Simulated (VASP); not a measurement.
Set up this calculation in VASP 6.6.1, as the native input.

```yaml
Task: single point
Functional: PBE
Potentials_or_basis: VASP PAW PBE potentials, release 64 (Zr_sv, C)
Cutoff: 520 eV
k_mesh: 12 × 12 × 6
Occupations: gaussian, width 0.1 eV
Spin: no spin polarisation
Dipole_correction: no
Further_INCAR_settings: ALGO = Normal; EDIFF = 1e-06; NBANDS = 33
```

The structure of ZrC lies in POSCAR:

```
ZrC
1.0
    3.3302707086      0.0000002874      0.0000000000
   -1.6651356032      2.8840988914      0.0000000000
    0.0000000000      0.0000000000      8.1538885231
Zr C
3 3
Direct
    0.0000000000      0.0000000000      0.0000000000
    0.3333333333      0.6666666667      0.3333333333
    0.6666666667      0.3333333333      0.6666666667
    0.6666666667      0.3333333333      0.1666666667
    0.0000000000      0.0000000000      0.5000000000
    0.3333333333      0.6666666667      0.8333333333
```

One way to write it, as run:

INCAR

```
ALGO = Normal ; EDIFF = 1E-6
ENCUT = 520 ; GGA = PE
ISIF = 2 ; ISMEAR = 0
LASPH = True ; LCHARG = False
LREAL = False ; LWAVE = False
NBANDS = 33 ; NELM = 100
PREC = Accurate ; SIGMA = 0.1
```

KPOINTS

```
k-points
0
Gamma
  12 12 6
```

Potentials or basis: VASP PAW PBE potentials, release 64 (Zr_sv, C).

Command:

```bash
$ cat potpaw_PBE.64/Zr_sv/POTCAR potpaw_PBE.64/C/POTCAR > POTCAR
$ mpirun -np 1 vasp_std > vasp.out
```

It gave:

- Pressure: 0.2 GPa
- Band gap on the k mesh: zero (band 24 reaches 10.49 eV, above the bottom of band 25 at 9.18 eV)

Run time: 2.4 min on 1 thread of Intel(R) Xeon(R) 6975P-C (Granite Rapids), with other jobs on the host, peak memory 0.35 GiB.
